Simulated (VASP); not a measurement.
# CdSe (F-43m) in VASP: further runs, part 2 of 2

VASP 6.6.1. The steps go on from the part before.

**6. Relaxation of cell and atoms, PBE exchange alone**

This run uses another cell than the first one, of 28.94 Å³/atom.

File INCAR:

```
PREC     = Accurate       # precision mode
ENCUT    = 600            # plane-wave cutoff, eV
EDIFF    = 1E-6           # SCF threshold, eV
ISMEAR   = -1             # smearing method
SIGMA    = 0.05           # smearing width, eV
LREAL    = False          # projectors in reciprocal space
LASPH    = True           # aspherical terms in the spheres
NELM     = 100            # most SCF steps
ALGO     = Normal         # electronic algorithm
ISIF     = 3              # what is computed and relaxed
LWAVE    = False          # write WAVECAR
LCHARG   = False          # write CHGCAR
GGA      = PE             # functional
ALDAC    = 0.0          
AGGAC    = 0.0          
IBRION   = 2              # ionic algorithm
NSW      = 60             # ionic steps
EDIFFG   = -0.01          # ionic threshold
```

File KPOINTS:

```
regular mesh
0
Gamma
  8 8 8
```

File POSCAR:

```
CdSe
1.0
    0.0000000000      3.0702711986      3.0702711986
    3.0702711986      0.0000000000      3.0702711986
    3.0702711986      3.0702711986      0.0000000000
Cd Se
1 1
Direct
    0.0000000000      0.0000000000      0.0000000000
    0.2500000000      0.2500000000      0.2500000000
```

Potentials or basis: VASP PAW PBE potentials, release 64 (Cd, Se).

On the command line:

```bash
> cat potpaw_PBE.64/Cd/POTCAR potpaw_PBE.64/Se/POTCAR > POTCAR
> mpirun -np 1 vasp_std > vasp.out
```

OUTCAR:

```text
PREC = Accurate
   ENCUT = 600
   EDIFF = 1E-6
   ISMEAR = -1
   LREAL = False
   LASPH = True
   NELM = 100
   ISIF = 3
   GGA = PE
   IBRION = 2
   NSW = 60
   EDIFFG = -0.01

 ion  position               nearest neighbor table
   1  0.000  0.000  0.000-   2 2.66   2 2.66   2 2.66   2 2.66
   2  0.250  0.250  0.250-   1 2.66   1 2.66   1 2.66   1 2.66

  LATTYP: Found a face centered cubic cell.
 ALAT       =     6.1405423972

  Lattice vectors:

 A1 = (   0.0000000000,   3.0702711986,   3.0702711986)
 A2 = (   3.0702711986,   0.0000000000,   3.0702711986)
 A3 = (   3.0702711986,   3.0702711986,   0.0000000000)

Analysis of symmetry for initial positions (statically):
=====================================================================
 Subroutine PRICEL returns:
 Original cell was already a primitive cell.

 Routine SETGRP: Setting up the symmetry group for a
[... 337 lines left out ...]
      7       0.7276      1.81345
      8       0.7276      1.81345
      9       0.7276      1.81345
     10       0.7787      1.55566
     11       6.5167      0.00000
     12       6.5167      0.00000
     13       6.5167      0.00000
[... 354 lines left out ...]
  band No.  band energies     occupation
      1     -10.6171      2.00000
      2      -6.5359      2.00000
      3      -6.5239      2.00000
      4      -6.4273      2.00000
      5      -6.4112      2.00000
      6      -6.2276      2.00000
      7      -2.3957      2.00000
      8      -0.6155      2.00000
      9      -0.0568      2.00000
     10       3.8275      0.00000
     11       6.1810      0.00000
     12       6.9128      0.00000
     13       8.0458      0.00000

 [... further k-points ...]

------------------------ aborting loop because EDIFF is reached ----------------------------------------

  FORCE on cell =-STRESS in cart. coord.  units (eV):
  Direction    XX          YY          ZZ          XY          YZ          ZX
  --------------------------------------------------------------------------------------
  -------------------------------------------------------------------------------------
  Total       -0.0041866     -0.0041866     -0.0041866      0.0000000      0.0000000      0.0000000
  in kB       -0.0945110     -0.0945110     -0.0945110      0.0000000      0.0000000      0.0000000
  external PRESSURE =      -0.0945110 kB  Pullay stress =       0.0000000 kB
[... 17 lines left out ...]
  FREE ENERGIE OF THE ION-ELECTRON SYSTEM (eV)
  ---------------------------------------------------
  free  energy   TOTEN  =        -3.6431513507 eV

  energy  without entropy=       -3.6423512157  energy(sigma->0) =       -3.64275128

 reached required accuracy - stopping structural energy minimisation
```

It took 2.2 min on 1 thread of Intel Xeon 8259CL, shared host; peak memory 0.23 GiB.

Results:

| Item | Value |
| --- | --- |
| Free energy | -3.6432 eV |
| Relaxed volume | 35.49 Å³/atom |
| Relaxed cell | a = 4.647 Å, b = 4.647 Å, c = 4.647 Å, α = 60.00°, β = 60.00°, γ = 60.00° |
| Space group after relaxing (to 0.1 Å) | F-43m (No. 216) |
| Energy gained by relaxing | 151.3 meV/atom |
| Ionic steps | 5 |
| Pressure after relaxing | 0.0 GPa |
| Band gap on the k mesh | 0.05 eV |

Step by step:
| step | energy change (eV) | largest force (eV/Å) | pressure (GPa) | volume (Å³) |
| --- | --- | --- | --- | --- |
| 1 | 0.0000 | 0.0000 | 9.05 | 57.88 |
| 2 | -0.2990 | 0.0000 | -0.60 | 72.68 |
| 3 | -0.3025 | 0.0000 | 0.05 | 70.81 |
| 4 | -0.3025 | 0.0000 | -0.05 | 71.09 |
| 5 | -0.3026 | 0.0000 | -0.01 | 70.97 |

Final structure:
```
Cd Se
1.0
     0.00000    3.28615    3.28615
     3.28615    0.00000    3.28615
     3.28615    3.28615    0.00000
Cd Se
1 1
Direct
  0.00000 0.00000 0.00000
  0.25000 0.25000 0.25000
```

Levels at points of the mesh, in eV from the valence-band top:
| k point | band 6 | band 7 | band 8 | band 9 | band 10 | band 11 | band 12 | band 13 |
| --- | --- | --- | --- | --- | --- | --- | --- | --- |
| (0.00, 0.00, 0.00) | -7.15 | 0.00 | 0.00 | 0.00 | 0.05 | 5.79 | 5.79 | 5.79 |
| (0.50, 0.00, 0.00) | -7.00 | -3.26 | -0.48 | -0.48 | 1.97 | 6.24 | 6.24 | 6.60 |
| (0.50, 0.50, 0.00) | -6.96 | -3.17 | -1.20 | -1.20 | 3.27 | 3.45 | 8.17 | 8.79 |

Caveat: the volume moved by over 15 % at a fixed basis, so the end points are rough; the smearing spreads over this small gap; semilocal functionals underestimate gaps, and a narrow one can read as zero.

**7. The runs side by side**

```csv
task,level,potentials or basis,cell,k mesh,cutoff (eV),gap on the mesh (eV),pressure (GPa),relaxed volume (Å³/atom)
single point,RPBE+D4,"VASP PAW PBE potentials, release 64 (Cd, Se)","a = 4.323 Å, angles 60.0°, 2 atoms",8 × 8 × 8,520,0.75,0.3,-
single point,PBE exchange alone,"VASP PAW PBE potentials, release 64 (Cd, Se)","a = 4.637 Å, angles 60.0°, 2 atoms",8 × 8 × 8,520,0.06,0.2,-
single point,PBE,"VASP PAW PBE potentials, release 64 (Cd, Se)","a = 4.342 Å, angles 60.0°, 2 atoms",10 × 10 × 10,520,0.55,1.6,-
relaxation of cell and atoms,LDA,"VASP PAW LDA potentials, release 64 (Cd, Se)","relaxed from a = 4.342 Å, angles 60.0°, 2 atoms",8 × 8 × 8,600,0.42,0.0,27.31
relaxation of cell and atoms,PBE exchange alone,"VASP PAW PBE potentials, release 64 (Cd, Se)","relaxed from a = 4.342 Å, angles 60.0°, 2 atoms",8 × 8 × 8,600,0.05,0.0,35.49
```

Alike in all rows: no spin polarisation; smearing fermi-dirac 0.05 eV.

Caveats: semilocal functionals underestimate gaps, and a narrow one can read as zero; the smearing spreads over this small gap (at least some runs); the PAW data sets were made with another functional, which shifts forces and pressure a little (at least some runs); the volume moved by over 15 % at a fixed basis, so the end points are rough (at least some runs).

Total energies depend on the potentials used, so only differences within one code and one set of settings carry meaning.
